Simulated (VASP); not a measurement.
Set up this calculation in VASP 6.6.1, as the native input.

| Property | Result |
| --- | --- |
| Task | single point |
| Functional | r2SCAN |
| Potentials or basis | VASP PAW PBE potentials, release 64 (Te, Cd) |
| Cutoff | 520 eV |
| k mesh | 7 × 7 × 7 |
| Occupations | fermi-dirac, width 0.05 eV |
| Spin | non-collinear spin, zero start, spin-orbit coupling |
| Starting moments | [[0.0, 0.0, 0.0], [0.0, 0.0, 0.0]] μB |
| Dipole correction | no |
| Further INCAR settings | ALGO = Normal; EDIFF = 1e-07; NBANDS = 30 |

Crystal: CdTe.

```
Te Cd
1.0
     0.00000    3.16168    3.16168
     3.16168    0.00000    3.16168
     3.16168    3.16168    0.00000
Te Cd
1 1
Direct
  0.75000 0.75000 0.75000
  0.00000 0.00000 0.00000
```

These files were run (other wordings do the same):

POSCAR

```
CdTe
1.0
    0.0000000000      3.1616838793      3.1616838793
    3.1616838793      0.0000000000      3.1616838793
    3.1616838793      3.1616838793      0.0000000000
Te Cd
1 1
Direct
    0.7500000000      0.7500000000      0.7500000000
    0.0000000000      0.0000000000      0.0000000000
```

INCAR.step1

```
PREC = Accurate
ENCUT = 520
ISMEAR = -1
SIGMA = 0.05
LREAL = F
LASPH = T
NELM = 150
MAGMOM = 0 0 0 0 0 0
LSORBIT = T
GGA_COMPAT = F
NBANDS = 30
GGA = PE
ALGO = Normal
EDIFF = 1E-4
LWAVE = T
LCHARG = F
```

INCAR.step2

```
PREC = Accurate
ENCUT = 520
EDIFF = 1E-7
ISMEAR = -1
SIGMA = 0.05
LREAL = F
LASPH = T
NELM = 150
ALGO = Normal
ISIF = 2
LWAVE = F
LCHARG = T
MAGMOM = 0 0 0 0 0 0
LORBIT = 11
LSORBIT = T
GGA_COMPAT = F
LORBMOM = T
METAGGA = R2SCAN
LMIXTAU = T
LVHAR = T
NBANDS = 30
ISTART = 1
```

KPOINTS

```
Automatic mesh
0
Gamma
  7 7 7
```

Potentials or basis: VASP PAW PBE potentials, release 64 (Te, Cd).

Command:

```bash
$ cat potpaw_PBE.64/Te/POTCAR potpaw_PBE.64/Cd/POTCAR > POTCAR
$ cp INCAR.step1 INCAR
$ mpirun -np 1 vasp_ncl > vasp.out
$ cp INCAR.step2 INCAR
$ mpirun -np 1 vasp_ncl > vasp.out
```

It gave:

* Pressure: 5.8 GPa
* Net moment: 0.00 μB per cell
* Valence electrons inside the program's atomic spheres: Te 3.53; Cd 10.37

Caveat: the PAW data sets were made with another functional, which shifts forces and pressure a little.

It took 14 min on 1 thread of AMD EPYC 7R13 Processor (Zen 3) (shared host), peak memory 0.47 GiB.
